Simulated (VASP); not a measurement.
# NiSb (P6_3/mmc) in VASP: further runs, part 2 of 2

VASP 6.6.1. The steps go on from the part before.

**4. Single point, PBE, collinear spin, ferromagnetic start (13.68 Å³/atom)**

This run uses another cell than the first one, of 13.68 Å³/atom.

File INCAR:

```
PREC = Accurate ; ENCUT = 520
EDIFF = 1E-7 ; ISMEAR = -1
SIGMA = 0.05 ; LREAL = F
LASPH = T ; NELM = 150
ALGO = Normal ; ISIF = 2
LWAVE = F ; LCHARG = F
ISPIN = 2 ; MAGMOM = 1.5 1.5 0 0
LORBIT = 11 ; LMAXMIX = 4
GGA = PE ; NBANDS = 27
```

File KPOINTS:

```
regular mesh
0
Gamma
  10 10 7
```

File POSCAR:

```
NiSb
1.0
    3.6464321877      0.0000000000      0.0000000000
   -1.8232160938      3.1579029078      0.0000000000
    0.0000000000      0.0000000000      4.7529869656
Ni Sb
2 2
Direct
    0.0000000000      0.0000000000      0.0000000000
    0.0000000000      0.0000000000      0.5000000000
    0.3333333333      0.6666666667      0.2500000000
    0.6666666667      0.3333333333      0.7500000000
```

Potentials or basis: VASP PAW PBE potentials, release 64 (Ni, Sb).

Launch:

```sh
$ cat potpaw_PBE.64/Ni/POTCAR potpaw_PBE.64/Sb/POTCAR > POTCAR
$ mpirun -np 1 vasp_std > vasp.out
```

OUTCAR:

```text
PREC = Accurate
   ENCUT = 520
   EDIFF = 1E-7
   ISMEAR = -1
   LREAL = F
   LASPH = T
   NELM = 150
   ISIF = 2
   ISPIN = 2
   LORBIT = 11
   GGA = PE

 ion  position               nearest neighbor table
   1  0.000  0.000  0.000-   2 2.38   2 2.38   4 2.42   3 2.42   4 2.42   3 2.42   4 2.42   3 2.42

   2  0.000  0.000  0.500-   1 2.38   1 2.38   4 2.42   3 2.42   4 2.42   3 2.42   4 2.42   3 2.42

   3  0.333  0.667  0.250-   1 2.42   2 2.42   1 2.42   2 2.42   1 2.42   2 2.42   4 3.17   4 3.17
                             4 3.17   4 3.17   4 3.17   4 3.17
   4  0.667  0.333  0.750-   1 2.42   2 2.42   1 2.42   2 2.42   1 2.42   2 2.42   3 3.17   3 3.17
                             3 3.17   3 3.17   3 3.17   3 3.17

  LATTYP: Found a hexagonal cell.
 ALAT       =     3.6464321877
 C/A-ratio  =     1.3034623218

  Lattice vectors:

 A1 = (   3.6464321877,   0.0000000000,   0.0000000000)
 A2 = (  -1.8232160938,   3.1579029078,   0.0000000000)
 A3 = (   0.0000000000,   0.0000000000,   4.7529869656)

Analysis of symmetry for initial positions (statically):
=====================================================================
 Subroutine PRICEL returns:
 Original cell was already a primitive cell.

 Routine SETGRP: Setting up the symmetry group for a
 hexagonal supercell.

 Subroutine GETGRP returns: Found 24 space group operations
 (whereof 12 operations were pure point group operations)
 out of a pool of 24 trial point group operations.

The static configuration has the point symmetry D_3d.
 The point group associated with its full space group is D_6h.

Analysis of symmetry for dynamics (positions and initial velocities):
=====================================================================
 Subroutine PRICEL returns:
 Original cell was already a primitive cell.

[... 172 lines left out ...]
  ---------------------------------------------------
  free energy    TOTEN  =       -18.28162904 eV

  energy without entropy =      -18.27095469  energy(sigma->0) =      -18.27629186

 E-fermi :  13.8939     XC(G=0): -12.6831

 val. band max:       13.8887179183   @ k =   0.3000   0.1000   0.4286
 cond. band min:      13.9295876909   @ k =   0.5000  -0.0000   0.0000
 fundamental gap:      0.0408697727
 Fermi energy:        13.8939256744

 spin component 1

 k-point     1 :       0.0000    0.0000    0.0000
  band No.  band energies     occupation
      1      -1.3176      1.00000
      2       4.8726      1.00000
      3       5.8965      1.00000
      4       8.5460      1.00000
      5       8.5460      1.00000
      6       9.3613      1.00000
[... 709 lines left out ...]
     26      27.9618      0.00000
     27      28.4570      0.00000

 [... further k-points ...]

 spin component 2

 k-point     1 :       0.0000    0.0000    0.0000
  band No.  band energies     occupation
      1      -1.3176      1.00000
      2       4.8726      1.00000
      3       5.8965      1.00000
      4       8.5460      1.00000
      5       8.5460      1.00000
      6       9.3613      1.00000
[... 709 lines left out ...]
     26      27.9618      0.00000
     27      28.4573      0.00000

 [... further k-points ...]

------------------------ aborting loop because EDIFF is reached ----------------------------------------

  FORCE on cell =-STRESS in cart. coord.  units (eV):
  Direction    XX          YY          ZZ          XY          YZ          ZX
  --------------------------------------------------------------------------------------
  -------------------------------------------------------------------------------------
  Total       18.3061587     18.3061587     17.7533005      0.0000000      0.0000000      0.0000000
  in kB      535.8882896    535.8882897    519.7041054      0.0000000      0.0000000      0.0000000
  external PRESSURE =     530.4935616 kB  Pullay stress =       0.0000000 kB

 VOLUME and BASIS-vectors are now :
 -----------------------------------------------------------------------------
  energy-cutoff  :      520.00
  volume of cell :       54.73
      direct lattice vectors                 reciprocal lattice vectors
     3.646432188  0.000000000  0.000000000     0.274240668  0.158332924  0.000000000
    -1.823216094  3.157902908  0.000000000     0.000000000  0.316665847  0.000000000
     0.000000000  0.000000000  4.752986966     0.000000000  0.000000000  0.210394013

 POSITION                                       TOTAL-FORCE (eV/Angst)
 -----------------------------------------------------------------------------------
      0.00000      0.00000      0.00000        -0.000000     -0.000000      0.000000
      0.00000      0.00000      2.37649        -0.000000     -0.000000      0.000000
     -0.00000      2.10527      1.18825         0.000000      0.000000      0.000000
      1.82322      1.05263      3.56474        -0.000000     -0.000000     -0.000000
 -----------------------------------------------------------------------------------
    total drift:                               -0.000000      0.000000      0.000000

  FREE ENERGIE OF THE ION-ELECTRON SYSTEM (eV)
  ---------------------------------------------------
  free  energy   TOTEN  =       -18.2816290382 eV

  energy  without entropy=      -18.2709546900  energy(sigma->0) =      -18.27629186

 total charge

# of ion       s       p       d       tot
------------------------------------------
    1        0.549   0.740   8.631   9.920
    2        0.549   0.740   8.631   9.920
    3        1.109   1.395   0.132   2.635
    4        1.109   1.395   0.132   2.635
--------------------------------------------------
tot          3.315   4.271  17.525  25.111

 magnetization (x)

# of ion       s       p       d       tot
------------------------------------------
    1       -0.000  -0.000  -0.000  -0.000
    2       -0.000  -0.000  -0.000  -0.000
    3        0.000   0.000   0.000   0.000
    4        0.000   0.000   0.000   0.000
--------------------------------------------------
tot         -0.000   0.000  -0.000  -0.000
```

OSZICAR:

```text
N       E                     dE             d eps       ncg     rms          rms(c)
DAV:   1     0.191605411872E+03    0.19161E+03   -0.11832E+04  6104   0.119E+03
DAV:   2    -0.630646019679E+01   -0.19791E+03   -0.18473E+03  6150   0.271E+02
DAV:   3    -0.188160178370E+02   -0.12510E+02   -0.12173E+02  7233   0.797E+01
DAV:   4    -0.190879037413E+02   -0.27189E+00   -0.27138E+00  6858   0.111E+01
DAV:   5    -0.190963917760E+02   -0.84880E-02   -0.84873E-02  7729   0.202E+00    0.189E+01
DAV:   6    -0.204562230951E+02   -0.13598E+01   -0.12621E+01  7149   0.665E+01    0.128E+01
DAV:   7    -0.183981739614E+02    0.20580E+01   -0.62918E+00  7380   0.512E+01    0.570E+00
DAV:   8    -0.182970236748E+02    0.10115E+00   -0.31246E-01  7837   0.521E+00    0.187E+00
DAV:   9    -0.182818050085E+02    0.15219E-01   -0.36514E-02  7743   0.293E+00    0.583E-01
DAV:  10    -0.182817211795E+02    0.83829E-04   -0.39929E-03  6809   0.472E-01    0.171E-01
DAV:  11    -0.182816178148E+02    0.10336E-03   -0.25255E-04  8578   0.203E-01    0.697E-02
DAV:  12    -0.182816246328E+02   -0.68179E-05   -0.55913E-05  8501   0.105E-01    0.339E-02
DAV:  13    -0.182816330885E+02   -0.84557E-05   -0.16050E-05  7436   0.371E-02    0.142E-02
DAV:  14    -0.182816310326E+02    0.20559E-05   -0.21840E-06  7756   0.210E-02    0.547E-03
DAV:  15    -0.182816297549E+02    0.12777E-05   -0.52121E-07  7315   0.618E-03    0.198E-03
DAV:  16    -0.182816292525E+02    0.50235E-06   -0.91546E-08  4863   0.342E-03    0.841E-04
DAV:  17    -0.182816290856E+02    0.16687E-06   -0.35388E-08  3468   0.171E-03    0.651E-04
DAV:  18    -0.182816290382E+02    0.47439E-07   -0.67100E-09  3414   0.712E-04
   1 F= -.18281629E+02 E0= -.18276292E+02  d E =-.106743E-01  mag=    -0.0000
```

It took 79 s on 1 thread of Intel Xeon 6975P-C (Granite Rapids), shared host; peak memory 0.27 GiB.

Results:

```yaml
Free_energy: -18.2816 eV
Pressure: 53.0 GPa
Band_gap_on_the_k_mesh: zero (filled and empty bands overlap)
Net_moment: 0.00 μB per cell
Valence_electrons_inside_the_program's_atomic_spheres: Ni 9.92; Sb 2.63
```

Stress tensor (GPa, compression positive):
```
53.59  0.00  0.00
 0.00 53.59  0.00
 0.00  0.00 51.97
```

Caveat: the cell stands under pressure; the moments typed at the start vanished in this run; spin-orbit coupling is left out, which moves the levels of the heavy elements.

**5. Single point, PBE, collinear spin, ferromagnetic start (14.71 Å³/atom)**

This run uses another cell than the first one, of 14.71 Å³/atom.

File INCAR:

```
SYSTEM = NiSb
ALGO = Normal ; EDIFF = 1E-6
ENCUT = 520 ; GGA = PE
ISIF = 2 ; ISMEAR = -1
ISPIN = 2 ; LASPH = .True.
LCHARG = .False. ; LMAXMIX = 4
LORBIT = 11 ; LREAL = .False.
LWAVE = .False. ; MAGMOM = 1.5 1.5 0 0
NBANDS = 27 ; NELM = 150
PREC = Accurate ; SIGMA = 0.05
```

File KPOINTS:

```
k-points
0
Gamma
  10 10 7
  0 0 0
```

File POSCAR:

```
NiSb
1.0
    3.7354044302      0.0000000000      0.0000000000
   -1.8677022151      3.2349551300      0.0000000000
    0.0000000000      0.0000000000      4.8689589315
Ni Sb
2 2
Direct
    0.0000000000      0.0000000000      0.0000000000
    0.0000000000      0.0000000000      0.5000000000
    0.3333333333      0.6666666667      0.2500000000
    0.6666666667      0.3333333333      0.7500000000
```

Potentials or basis: VASP PAW PBE potentials, release 64 (Ni, Sb).

Launch:

```sh
$ cat potpaw_PBE.64/Ni/POTCAR potpaw_PBE.64/Sb/POTCAR > POTCAR
$ mpirun -np 1 vasp_std > vasp.out
```

OUTCAR:

```text
SYSTEM = NiSb
   EDIFF = 1E-6
   ENCUT = 520
   GGA = PE
   ISIF = 2
   ISMEAR = -1
   ISPIN = 2
   LASPH = .True.
   LORBIT = 11
   LREAL = .False.
   NELM = 150
   PREC = Accurate

 ion  position               nearest neighbor table
   1  0.000  0.000  0.000-   2 2.43   2 2.43   4 2.48   3 2.48   4 2.48   3 2.48   4 2.48   3 2.48

   2  0.000  0.000  0.500-   1 2.43   1 2.43   4 2.48   3 2.48   4 2.48   3 2.48   4 2.48   3 2.48

   3  0.333  0.667  0.250-   1 2.48   2 2.48   1 2.48   2 2.48   1 2.48   2 2.48   4 3.25   4 3.25
                             4 3.25   4 3.25   4 3.25   4 3.25
   4  0.667  0.333  0.750-   1 2.48   2 2.48   1 2.48   2 2.48   1 2.48   2 2.48   3 3.25   3 3.25
                             3 3.25   3 3.25   3 3.25   3 3.25

  LATTYP: Found a hexagonal cell.
 ALAT       =     3.7354044302
 C/A-ratio  =     1.3034623218

  Lattice vectors:

 A1 = (   3.7354044302,   0.0000000000,   0.0000000000)
[... 1655 lines left out ...]
------------------------ aborting loop because EDIFF is reached ----------------------------------------

  FORCE on cell =-STRESS in cart. coord.  units (eV):
  Direction    XX          YY          ZZ          XY          YZ          ZX
  --------------------------------------------------------------------------------------
  -------------------------------------------------------------------------------------
  Total       11.7667452     11.7667452     11.3197413      0.0000000      0.0000000      0.0000000
  in kB      320.4239201    320.4239201    308.2514178      0.0000000      0.0000000      0.0000000
  external PRESSURE =     316.3664193 kB  Pullay stress =       0.0000000 kB

 VOLUME and BASIS-vectors are now :
 -----------------------------------------------------------------------------
  energy-cutoff  :      520.00
  volume of cell :       58.84
      direct lattice vectors                 reciprocal lattice vectors
     3.735404430  0.000000000  0.000000000     0.267708629  0.154561649  0.000000000
    -1.867702215  3.234955130  0.000000000     0.000000000  0.309123298  0.000000000
     0.000000000  0.000000000  4.868958931     0.000000000  0.000000000  0.205382714

 POSITION                                       TOTAL-FORCE (eV/Angst)
 -----------------------------------------------------------------------------------
      0.00000      0.00000      0.00000        -0.000000      0.000000     -0.000000
      0.00000      0.00000      2.43448        -0.000000      0.000000     -0.000000
     -0.00000      2.15664      1.21724         0.000000     -0.000000     -0.000000
      1.86770      1.07832      3.65172        -0.000000      0.000000      0.000000
 -----------------------------------------------------------------------------------
    total drift:                               -0.000000      0.000000      0.000000

  FREE ENERGIE OF THE ION-ELECTRON SYSTEM (eV)
  ---------------------------------------------------
  free  energy   TOTEN  =       -19.3496431753 eV

  energy  without entropy=      -19.3378664491  energy(sigma->0) =      -19.34375481

 total charge

# of ion       s       p       d       tot
------------------------------------------
    1        0.513   0.649   8.567   9.729
    2        0.513   0.649   8.567   9.729
    3        1.112   1.334   0.111   2.557
    4        1.112   1.334   0.111   2.557
--------------------------------------------------
tot          3.251   3.965  17.355  24.571

 magnetization (x)

# of ion       s       p       d       tot
------------------------------------------
    1       -0.000  -0.000  -0.000  -0.000
    2       -0.000  -0.000  -0.000  -0.000
    3       -0.000  -0.000  -0.000  -0.000
    4       -0.000  -0.000  -0.000  -0.000
--------------------------------------------------
tot         -0.000  -0.000  -0.000  -0.000
```

It took 70 s on 1 thread of Intel Xeon 6975P-C (Granite Rapids), shared host; peak memory 0.27 GiB.

Results:

- Free energy: -19.3496 eV
- Pressure: 31.6 GPa
- Band gap on the k mesh: zero (filled and empty bands overlap)
- Net moment: 0.00 μB per cell
- Valence electrons inside the program's atomic spheres: Ni 9.73; Sb 2.56

Stress tensor (GPa, compression positive):
```
32.04  0.00  0.00
 0.00 32.04  0.00
 0.00  0.00 30.83
```

Caveat: the cell stands under pressure; the moments typed at the start vanished in this run; spin-orbit coupling is left out, which moves the levels of the heavy elements.

The gap in the log of VASP goes by the Fermi energy; the results here count the filled bands.